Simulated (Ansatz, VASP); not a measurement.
**GaN: VASP beside Ansatz**

```
CELL_PARAMETERS angstrom
0.00000 2.10852 2.10852
2.10852 0.00000 2.10852
2.10852 2.10852 0.00000
ATOMIC_POSITIONS crystal
Ga 0.00000 0.00000 0.00000
N 0.50000 0.50000 0.50000
```

Alike in both runs: task single point; functional PBE; dispersion D4; k mesh 8 × 8 × 8; no spin polarisation.

|  | VASP | Ansatz |
| --- | --- | --- |
| version | VASP 6.6.1 | Ansatz 0.2.0 |
| potentials or method | VASP PAW PBE potentials, release 64 (Ga_d, N) | plane waves |
| plane-wave cutoff (eV) | 600 | 420 |
| occupations | gaussian, width 0.01 eV | fixed |
| valence electrons in the cell | 18 | 18 |

|  | VASP | Ansatz | Ansatz less VASP |
| --- | --- | --- | --- |
| gap on the k mesh at the Fermi level (eV) | 0.65 | 0.66 | +0.010 |
| pressure (GPa) | 1.2 | 0.6 | -0.67 |
